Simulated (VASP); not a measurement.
Write the native input for VASP 6.6.1 that does the following.

| Item | Value |
| --- | --- |
| Task | single point |
| Functional | PBE |
| Potentials or basis | VASP PAW PBE potentials, release 64 (Ga_d) |
| Cutoff | 520 eV |
| k mesh | 17 × 17 × 16 |
| Occupations | fermi-dirac, width 0.1 eV |
| Spin | no spin polarisation |
| Dipole correction | no |
| Further INCAR settings | ALGO = Normal; EDIFF = 1e-07; NBANDS = 12 |

The structure of Ga lies in POSCAR:

```
Ga
1.0
    2.5486616442      0.0000000000      0.0000000000
   -1.2743308221      2.2072057295      0.0000000000
    0.0000000000      0.0000000000      2.4537738550
Ga
1
Direct
    0.0000000000      0.0000000000      0.0000000000
```

One way to write it, as run:

INCAR

```
SYSTEM = Ga
PREC     = Accurate       ! precision mode
ENCUT    = 520            ! plane-wave cutoff, eV
EDIFF    = 1E-7           ! SCF threshold, eV
ISMEAR   = -1             ! smearing method
SIGMA    = 0.1            ! smearing width, eV
LREAL    = .False.        ! projectors in reciprocal space
LASPH    = .True.         ! aspherical terms in the spheres
NELM     = 80             ! most SCF steps
ALGO     = Normal         ! electronic algorithm
ISIF     = 2              ! what is computed and relaxed
LWAVE    = .False.        ! write WAVECAR
LCHARG   = .True.         ! write CHGCAR
GGA      = PE             ! functional
LELF     = .True.         ! ELF
LVHAR    = .True.       
NBANDS   = 12             ! bands
```

KPOINTS

```
regular mesh
0
Gamma
  17 17 16
  0 0 0
```

Potentials or basis: VASP PAW PBE potentials, release 64 (Ga_d).

The run is started by

```sh
$ cat potpaw_PBE.64/Ga_d/POTCAR > POTCAR
$ mpirun -np 1 vasp_std > vasp.out
```

It gave:

```yaml
Pressure: 39.4 GPa
```

It took 34 s on 1 thread of Intel(R) Xeon(R) Platinum 8488C (Sapphire Rapids), on a shared host, peak memory 0.16 GiB.
